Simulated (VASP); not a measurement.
Input of a VASP 6.6.1 run:

Contents of INCAR:

```
  ALGO = Normal
  EDIFF = 1E-6
  ENCUT = 500
  GGA = PE
  GGA_COMPAT = F
  ISIF = 2
  ISMEAR = 0
  LASPH = T
  LCHARG = F
  LREAL = F
  LWAVE = F
  NBANDS = 15
  NELM = 120
  PREC = Accurate
  SIGMA = 0.02
```

Contents of KPOINTS:

```
k-points
0
Gamma
  6 6 6
```

POSCAR

```
CaSe
1.0
    0.0000000000      3.1993699833      3.1993699833
    3.1993699833      0.0000000000      3.1993699833
    3.1993699833      3.1993699833      0.0000000000
Ca Se
1 1
Direct
    0.0000000000      0.0000000000      0.0000000000
    0.7500000000      0.7500000000      0.7500000000
```

Potentials or basis: VASP PAW PBE potentials, release 64 (Ca_sv, Se).

The run is started by

```bash
$ cat potpaw_PBE.64/Ca_sv/POTCAR potpaw_PBE.64/Se/POTCAR > POTCAR
$ mpirun -np 1 vasp_std > vasp.out
```

**Question.** Estimate the band gap on the k mesh.

**Answer.** 3.43 eV, indirect (least direct gap 3.56 eV).

**Question.** What does it give for the pressure?

**Answer.** 3.5 GPa.

Caveat: the cell differs from its parent crystal (Be replaced by Ca, lengths x 1.222, strained). A k mesh can miss the band edges.
